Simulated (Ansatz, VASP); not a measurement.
Two plane-wave programs on BP

```xyz
2
Lattice="0.0000 2.3135 2.3135 2.3135 0.0000 2.3135 2.3135 2.3135 0.0000" Properties=species:S:1:pos:R:3 pbc="T T T"
B     0.0000    0.0000    0.0000
P     1.1568    1.1568    1.1568
```

Alike in both runs: task single point; functional r2SCAN; k mesh 8 × 8 × 8; occupations fermi-dirac, width 0.02 eV; no spin polarisation.

```csv
,VASP,Ansatz
version,VASP 6.6.1,Ansatz 0.2.0
potentials or method,"VASP PAW PBE potentials, release 64 (B, P), cutoff 520 eV","plane waves, PAW"
valence electrons in the cell,8,8
```

```csv
,VASP,Ansatz,Ansatz less VASP
pressure (GPa),-9.4,-9.0,+0.45
```

VASP's potentials were made for PBE, not for r2SCAN.
